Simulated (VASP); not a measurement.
## Ga: electric field gradients with PBEsol

Ga:

```
Ga
1.0
     1.38759   -4.03988    0.00000
     1.38759    4.03988    0.00000
    -0.11784    0.00000    3.34099
Ga
2
Direct
  0.86900 0.13100 0.25000
  0.13100 0.86900 0.75000
```

- Program: VASP 6.6.1
- Task: electric field gradients
- Functional: PBEsol
- Potentials or basis: VASP PAW PBE potentials, release 64 (Ga_d)
- Cutoff: 520 eV
- k mesh: 14 × 14 × 11
- Occupations: fermi-dirac, width 0.03 eV
- Spin: no spin polarisation
- Dipole correction: no
- Further INCAR settings: ALGO = Normal; EDIFF = 1e-08; NBANDS = 20

- Pressure: -2.3 GPa
- Largest force: 0.178 eV/Å
- Band gap on the k mesh: zero (bands 13 and 14 overlap by 7.92 eV)
- Largest electric field gradient by atom: Ga +24.3 V/Å²

Forces on the atoms (eV/Å):
```
Ga   0.000  0.178  0.000
Ga   0.000 -0.178  0.000
```

Stress tensor (GPa, compression positive):
```
-2.35  0.00 -0.08
 0.00 -2.26  0.00
-0.08  0.00 -2.34
```

Levels at points of the mesh, in eV from the Fermi level:
```csv
k point,band 10,band 11,band 12,band 13,band 14,band 15,band 16,band 17
"(0.00, 0.00, 0.00)",-14.56,-11.16,-2.06,-1.66,1.62,5.41,9.61,10.09
"(0.50, 0.00, 0.00)",-14.58,-6.03,-4.99,-1.33,-0.02,5.73,6.52,8.38
"(0.50, 0.50, 0.00)",-14.62,-9.05,-8.55,3.97,4.54,5.75,5.98,7.49
```

Electric field gradients, principal values (V/Å²):
```csv
atom,least,middle,greatest (by size)
1 Ga,-6.405,-17.866,24.272
2 Ga,-6.405,-17.866,24.272
```

Run time: 5.3 min on 1 thread of Intel(R) Xeon(R) Platinum 8259CL CPU @ 2.50GHz (Skylake/Cascade Lake) (shared host), peak memory 0.44 GiB.

Caveat: without QUAD_EFG the Cq values of the log hold for a quadrupole moment of 1 mb, not for the nuclei; the PAW data sets were made with another functional, which shifts forces and pressure a little.
